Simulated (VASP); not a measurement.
# AlCu3 (Pmmn) in VASP: single point with r2SCAN

Aim: the single point of AlCu3 with r2SCAN.

Program: VASP 6.6.1. These are calculated values, not measurements. Logs are shortened: lines on timing, memory, paths and dates and some standing lists are left out, and cuts for length are marked.

### Step 1. The cell of the first run

Symmetry: Pmmn, No. 59, orthorhombic system. The conventional cell has a = 4.173 Å, b = 5.107 Å, c = 4.512 Å, α = 90.00°, β = 90.00°, γ = 90.00°. Within 3.4 Å of Al (site symmetry mm2) lie 12 Cu at 2.55 to 2.60 Å. Within 3.4 Å of Cu (site symmetry mm2) lie 4 Al at 2.55 Å and 8 Cu at 2.58 to 2.60 Å. Cu (site symmetry m) has 8 Cu at 2.54 to 2.60 Å and 4 Al at 2.57 to 2.60 Å within 3.3 Å.

### Step 2. Single point, r2SCAN

Contents of POSCAR:

```
AlCu3
1.0
    4.1725144000      0.0000000000      0.0000000000
    0.0000000000      5.1070174600      0.0000000000
    0.0000000000      0.0000000000      4.5117153100
Al Cu
2 6
Direct
    0.0000000000      0.0000000000      0.6611100000
    0.5000000000      0.5000000000      0.3388900000
    0.0000000000      0.5000000000      0.6626749500
    0.5000000000      0.0000000000      0.3373250500
    0.0000000000      0.2509403100      0.1600646800
    0.0000000000      0.7490596900      0.1600646800
    0.5000000000      0.2490596900      0.8399353200
    0.5000000000      0.7509403100      0.8399353200
```

Contents of INCAR.step1:

```
ALGO = Normal ; EDIFF = 1E-4
ENCUT = 520 ; GGA = PE
ISMEAR = 0 ; LASPH = True
LCHARG = False ; LREAL = False
LWAVE = True ; NBANDS = 46
NELM = 100 ; PREC = Accurate
SIGMA = 0.1
```

Contents of INCAR.step2:

```
ALGO = Normal ; EDIFF = 1E-6
ENCUT = 520 ; ISIF = 2
ISMEAR = 0 ; ISTART = 1
LASPH = True ; LCHARG = False
LMIXTAU = True ; LREAL = False
LWAVE = False ; METAGGA = R2SCAN
NBANDS = 46 ; NELM = 100
PREC = Accurate ; SIGMA = 0.1
```

Contents of KPOINTS:

```
k-points
0
Gamma
  4 4 4
```

Potentials or basis: VASP PAW PBE potentials, release 64 (Al, Cu).

Run with:

```bash
$ cat potpaw_PBE.64/Al/POTCAR potpaw_PBE.64/Cu/POTCAR > POTCAR
$ cp INCAR.step1 INCAR
$ mpirun -np 1 vasp_std > vasp.out
$ cp INCAR.step2 INCAR
$ mpirun -np 1 vasp_std > vasp.out
```

OUTCAR:

```text
EDIFF = 1E-6
   ENCUT = 520
   ISIF = 2
   ISMEAR = 0
   ISTART = 1
   LASPH = True
   LREAL = False
   METAGGA = R2SCAN
   NELM = 100
   PREC = Accurate

 ion  position               nearest neighbor table
   1  0.000  0.000  0.661-   4 2.55   4 2.55   3 2.55   3 2.55   7 2.57   8 2.57   7 2.57   8 2.57
                             5 2.59   6 2.59   5 2.60   6 2.60
   2  0.500  0.500  0.339-   3 2.55   3 2.55   4 2.55   4 2.55   5 2.57   6 2.57   5 2.57   6 2.57
                             7 2.59   8 2.59   7 2.60   8 2.60
   3  0.000  0.500  0.663-   2 2.55   2 2.55   1 2.55   1 2.55   7 2.58   8 2.58   7 2.58   8 2.58
                             5 2.58   6 2.58   5 2.60   6 2.60
   4  0.500  0.000  0.337-   1 2.55   1 2.55   2 2.55   2 2.55   5 2.58   6 2.58   5 2.58   6 2.58
                             7 2.58   8 2.58   7 2.60   8 2.60
   5  0.000  0.251  0.160-   7 2.54   7 2.54   6 2.54   6 2.56   2 2.57   2 2.57   4 2.58   4 2.58
                             3 2.58   1 2.59   1 2.60   3 2.60
   6  0.000  0.749  0.160-   8 2.54   8 2.54   5 2.54   5 2.56   2 2.57   2 2.57   4 2.58   4 2.58
                             3 2.58   1 2.59   1 2.60   3 2.60
   7  0.500  0.249  0.840-   5 2.54   5 2.54   8 2.54   8 2.56   1 2.57   1 2.57   3 2.58   3 2.58
                             4 2.58   2 2.59   2 2.60   4 2.60
   8  0.500  0.751  0.840-   6 2.54   6 2.54   7 2.54   7 2.56   1 2.57   1 2.57   3 2.58   3 2.58
                             4 2.58   2 2.59   2 2.60   4 2.60

  LATTYP: Found a simple orthorhombic cell.
 ALAT       =     4.1725144000
 B/A-ratio  =     1.0812941257
 C/A-ratio  =     1.2239664074

  Lattice vectors:

 A1 = (  -4.1725144000,   0.0000000000,   0.0000000000)
 A2 = (   0.0000000000,   0.0000000000,   4.5117153100)
 A3 = (   0.0000000000,   5.1070174600,   0.0000000000)

Analysis of symmetry for initial positions (statically):
=====================================================================
 Subroutine PRICEL returns:
 Original cell was already a primitive cell.

 Routine SETGRP: Setting up the symmetry group for a
 simple orthorhombic supercell.

 Subroutine GETGRP returns: Found  8 space group operations
 (whereof  4 operations were pure point group operations)
 out of a pool of  8 trial point group operations.

The static configuration has the point symmetry C_2v.
 The point group associated with its full space group is D_2h.

Analysis of symmetry for dynamics (positions and initial velocities):
=====================================================================
 Subroutine PRICEL returns:
 Original cell was already a primitive cell.

 Routine SETGRP: Setting up the symmetry group for a
 simple orthorhombic supercell.
[... 128 lines left out ...]
   PSTRESS=    0.0 pullay stress
   NELECT =      72.0000    total number of electrons
   NUPDOWN=      -1.0000    fix difference up-down
   EMIN   =  10.00;   EMAX   =-10.00  energy-range for DOS
   EFERMI =   0.00;   METHOD = LEGACY
   ISMEAR =     0;   SIGMA  =   0.10  broadening in eV -4-tet -1-fermi 0-gaus
   EFERMI_NEDOS =   21; number of points for ismear=-14 and -15
   IALGO  =     38    algorithm
   IMIX   =      4    mixing-type and parameters
     AMIX     =   0.40;   BMIX     =  1.00
     AMIX_MAG =   1.60;   BMIX_MAG =  1.00
  volume/ion in A,a.u.               =      12.02        81.10
  Fermi-wavevector in a.u.,A,eV,Ry     =   1.486677  2.809413 30.071724  2.210209
  Thomas-Fermi vector in A             =   2.599934
   LORBIT       =      0    0 simple, 1 ext, 2 COOP (PROOUT), +10 PAW based schemes
   METAGGA = R2SCAN    functional components
   LHFCALC =     F    Hartree Fock is set to
   AEXX    =    0.0000 exact exchange contribution
   IVDW    =     0    specifies the selected vdW correction
   LEPSILON=     F    determine dielectric tensor
   LRPA    =     F    only Hartree local field effects (RPA)
 non-spin polarized calculation
 Gauss-broadening in eV      SIGMA  =   0.10
  energy-cutoff  :      520.00
  volume of cell :       96.14
 maximum number of plane-waves:      2610
 NGX is ok and might be reduce to    32
   NGX = 15   NGY = 19   NGZ = 17

 number of electron      71.9999952 magnetization

 Free energy of the ion-electron system (eV)
  ---------------------------------------------------
  ext. energy  EPLUGINS =         0.00000000
  ---------------------------------------------------
  free energy    TOTEN  =       -80.09230346 eV

  energy without entropy =      -80.08822933  energy(sigma->0) =      -80.09026639

 E-fermi :   8.5695     XC(G=0): -13.3646

 val. band max:        8.3764058860   @ k =   0.2500   0.0000   0.5000
 cond. band min:       8.6458746472   @ k =   0.0000   0.0000   0.5000
 fundamental gap:      0.2694687612
 Fermi energy:         8.5695316807

 k-point     1 :       0.0000    0.0000    0.0000
  band No.  band energies     occupation
      1      -2.5920      2.00000
      2       1.9671      2.00000
      3       2.4498      2.00000
      4       3.2054      2.00000
      5       3.4998      2.00000
      6       3.5617      2.00000
[... 1165 lines left out ...]
     45      18.8174      0.00000
     46      18.8174      0.00000

 [... further k-points ...]

------------------------ aborting loop because EDIFF is reached ----------------------------------------

  FORCE on cell =-STRESS in cart. coord.  units (eV):
  Direction    XX          YY          ZZ          XY          YZ          ZX
  --------------------------------------------------------------------------------------
  -------------------------------------------------------------------------------------
  Total        1.1765926     -0.4475069      0.7353036      0.0000000      0.0000000      0.0000000
  in kB       19.6078434     -7.4576749     12.2537888      0.0000000      0.0000000      0.0000000
  external PRESSURE =       8.1346524 kB  Pullay stress =       0.0000000 kB

 VOLUME and BASIS-vectors are now :
 -----------------------------------------------------------------------------
  energy-cutoff  :      520.00
  volume of cell :       96.14
      direct lattice vectors                 reciprocal lattice vectors
     4.172514400  0.000000000  0.000000000     0.239663643  0.000000000  0.000000000
     0.000000000  5.107017460  0.000000000     0.000000000  0.195809004  0.000000000
     0.000000000  0.000000000  4.511715310     0.000000000  0.000000000  0.221645191

 POSITION                                       TOTAL-FORCE (eV/Angst)
 -----------------------------------------------------------------------------------
      0.00000      0.00000      2.98274         0.000000     -0.000000     -0.007605
      2.08626      2.55351      1.52898         0.000000     -0.000000      0.007605
      0.00000      2.55351      2.98980         0.000000     -0.000000     -0.010302
      2.08626      0.00000      1.52191         0.000000     -0.000000      0.010302
      0.00000      1.28156      0.72217         0.000000      0.004961     -0.000266
      0.00000      3.82546      0.72217         0.000000     -0.004961     -0.000266
      2.08626      1.27195      3.78955         0.000000     -0.004961      0.000266
      2.08626      3.83507      3.78955         0.000000      0.004961      0.000266
 -----------------------------------------------------------------------------------
    total drift:                                0.000000      0.000000      0.000000

  FREE ENERGIE OF THE ION-ELECTRON SYSTEM (eV)
  ---------------------------------------------------
  free  energy   TOTEN  =       -80.0923034611 eV

  energy  without entropy=      -80.0882293287  energy(sigma->0) =      -80.09026639
```

Wall time 9 min (1 thread of Intel Xeon 8259CL, shared host); peak memory 0.27 GiB.

Results:

```
Free energy            : -80.0923 eV
Pressure               : 0.8 GPa
Largest force          : 0.010 eV/Å
Band gap on the k mesh : zero (bands 36 and 37 overlap by 4.26 eV)
```

Forces on the atoms (eV/Å):
```
Al   0.000  0.000 -0.008
Al   0.000  0.000  0.008
Cu   0.000  0.000 -0.010
Cu   0.000  0.000  0.010
Cu   0.000  0.005  0.000
Cu   0.000 -0.005  0.000
Cu   0.000 -0.005  0.000
Cu   0.000  0.005  0.000
```

Caveat: the k points lie up to 0.38 Å⁻¹ apart, too coarse for converged energies and pressures of a metal; the PAW data sets were made with another functional, which shifts forces and pressure a little.
